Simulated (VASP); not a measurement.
Write the native input for VASP 6.6.1 that does the following.

| Item | Value |
| --- | --- |
| Task | single point |
| Functional | LDA |
| Potentials or basis | VASP PAW LDA potentials, release 64 (Al, Ir_sv_GW) |
| Cutoff | 560 eV |
| k mesh | 11 × 11 × 11 |
| Occupations | fermi-dirac, width 0.03 eV |
| Spin | collinear spin |
| Starting moments | [0.0, 0.4] μB |
| Fixed moment | 0.4 μB |
| Dipole correction | no |
| Further INCAR settings | ALGO = Normal; EDIFF = 1e-06; NBANDS = 21 |

The structure of AlIr lies in POSCAR:

```
AlIr
1.0
    2.9945548500      0.0000000000      0.0000000000
    0.0000000000      2.9945548500      0.0000000000
    0.0000000000      0.0000000000      2.9945548500
Al Ir
1 1
Direct
    0.0000000000      0.0000000000      0.0000000000
    0.5000000000      0.5000000000      0.5000000000
```

These files were run (other wordings do the same):

INCAR

```
SYSTEM = AlIr
ALGO     = Normal         ! electronic algorithm
EDIFF    = 1E-6           ! SCF threshold, eV
ENCUT    = 560            ! plane-wave cutoff, eV
GGA      = CA             ! functional
GGA_COMPAT= .FALSE.      
ISIF     = 2              ! what is computed and relaxed
ISMEAR   = -1             ! smearing method
ISPIN    = 2              ! spin polarisation
LASPH    = .TRUE.         ! aspherical terms in the spheres
LCHARG   = .FALSE.        ! write CHGCAR
LMAXMIX  = 4              ! l up to which the mixer works
LORBIT   = 11             ! projections on sites
LREAL    = .FALSE.        ! projectors in reciprocal space
LWAVE    = .FALSE.        ! write WAVECAR
MAGMOM   = 0 0.4          ! initial moments
NBANDS   = 21             ! bands
NELM     = 200            ! most SCF steps
NUPDOWN  = 0.4            ! fixed moment
PREC     = Accurate       ! precision mode
SIGMA    = 0.03           ! smearing width, eV
```

KPOINTS

```
k-points
0
G
  11 11 11
  0 0 0
```

Potentials or basis: VASP PAW LDA potentials, release 64 (Al, Ir_sv_GW).

Launch:

```console
$ cat potpaw_LDA.64/Al/POTCAR potpaw_LDA.64/Ir_sv_GW/POTCAR > POTCAR
$ mpirun -np 1 vasp_std > vasp.out
```

It gave:

| Quantity | Value |
| --- | --- |
| Pressure | -4.0 GPa |
| Net moment | 0.40 μB per cell |
| Site moments | Al +0.01; Ir +0.36 μB |
| Valence electrons inside the program's atomic spheres | Al 0.79; Ir 16.45 |

Caveat: the cell stands under tension; the total moment is fixed, so each spin has its own Fermi level and the state may be an excited one.

Run time: 29 s on 1 thread of Intel(R) Xeon(R) Platinum 8375C CPU @ 2.90GHz (Ice Lake), on a shared host, peak memory 0.18 GiB.
